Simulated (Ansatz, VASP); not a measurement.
**One calculation of Ru, two programs**

Contents of INCAR:

```
SYSTEM = Ru
PREC = Accurate
ENCUT = 520
EDIFF = 1E-7
ISMEAR = -1
SIGMA = 0.1
LREAL = .FALSE.
LASPH = .TRUE.
NELM = 100
ALGO = Normal
ISIF = 2
LWAVE = .FALSE.
LCHARG = .FALSE.
GGA = PE
NBANDS = 21
```

File KPOINTS:

```
regular mesh
0
G
  11 11 11
  0 0 0
```

The input POSCAR:

```
Ru
1.0
    0.0000000000      2.7278429134      2.7278429134
    2.7278429134      0.0000000000      2.7278429134
    2.7278429134      2.7278429134      0.0000000000
Ru
2
Direct
    0.1250000000      0.1250000000      0.1250000000
    0.8750000000      0.8750000000      0.8750000000
```

Input for Ansatz:

```yaml
crystal:
  lattice:
    - [0.0, 2.7278429134, 2.7278429134]
    - [2.7278429134, 0.0, 2.7278429134]
    - [2.7278429134, 2.7278429134, 0.0]
  atoms:
    - { symbol: Ru, position: [0.125, 0.125, 0.125] }
    - { symbol: Ru, position: [0.875, 0.875, 0.875] }
hamiltonian:
  xc: pbe
  pseudopotentials:
    kind: paw
    azcp:
      Ru: "pseudopotentials/Ru.paw.azcp"
basis:
  ecutwfc: 420
  fft_grid_basis: typed
kpoints:
  mp_grid: { grid: [11, 11, 11], shift: [0, 0, 0] }
magnetization:
  spin_polarized: false
scf:
  occupations: { method: fermi_dirac, width: 0.1 }
  lower_state_search: "off"
output:
  stress: true
```

Alike in both runs: task single point; functional PBE; k mesh 11 × 11 × 11; occupations fermi-dirac, width 0.1 eV; no spin polarisation.

```csv
,VASP,Ansatz
version,VASP 6.6.1,Ansatz 0.2.0
potentials or method,"VASP PAW PBE potentials, release 64 (Ru_pv), cutoff 520 eV","plane waves (420 eV) with PAW, scalar-relativistic"
valence electrons in the cell,28,32
```

```tsv
	VASP	Ansatz	Ansatz less VASP
pressure (GPa)	0.3	0.0	-0.25
```

VASP's potentials hold 28 valence electrons a cell and Ansatz's 32, so a difference there can come from the potentials and not from the codes.
